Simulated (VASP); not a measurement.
A run of VASP 6.6.1 is set up as follows.

The input POSCAR:

```
TiTe2
1.0
    3.8013302019      0.0000000000      0.0000000000
   -1.9006651010      3.2920485230      0.0000000000
    0.0000000000      0.0000000000      6.8671498810
Ti Te
1 2
Direct
    0.0000000000      0.0000000000      0.0000000000
    0.6666666667      0.3333333333      0.2474316451
    0.3333333333      0.6666666667      0.7525683549
```

File INCAR.step1:

```
PREC = Accurate
ENCUT = 520
ISMEAR = -1
SIGMA = 0.15
LREAL = False
LASPH = True
NELM = 100
NBANDS = 19
GGA = PE
ALGO = Normal
EDIFF = 1E-4
LWAVE = True
LCHARG = False
```

File INCAR.step2:

```
PREC = Accurate
ENCUT = 520
EDIFF = 1E-6
ISMEAR = -1
SIGMA = 0.15
LREAL = False
LASPH = True
NELM = 100
ALGO = Normal
ISIF = 2
LWAVE = False
LCHARG = True
METAGGA = R2SCAN
LMIXTAU = True
LELF = True
LVHAR = True
NBANDS = 19
ISTART = 1
```

KPOINTS

```
Automatic mesh
0
Gamma
  15 15 8
```

Potentials or basis: VASP PAW PBE potentials, release 64 (Ti_sv, Te).

Command:

```sh
$ cat potpaw_PBE.64/Ti_sv/POTCAR potpaw_PBE.64/Te/POTCAR > POTCAR
$ cp INCAR.step1 INCAR
$ mpirun -np 1 vasp_std > vasp.out
$ cp INCAR.step2 INCAR
$ mpirun -np 1 vasp_std > vasp.out
```

(1) Estimate the largest force.

(2) Predict the pressure.

(3) What does it give for the band gap on the k mesh?

Answers

(1) 0.018 eV/Å.

(2) 0.1 GPa.

(3) zero (bands 12 and 13 overlap by 0.53 eV).

Caveat: the PAW data sets were made with another functional, which shifts forces and pressure a little; spin-orbit coupling is left out, which moves the levels of the heavy elements.
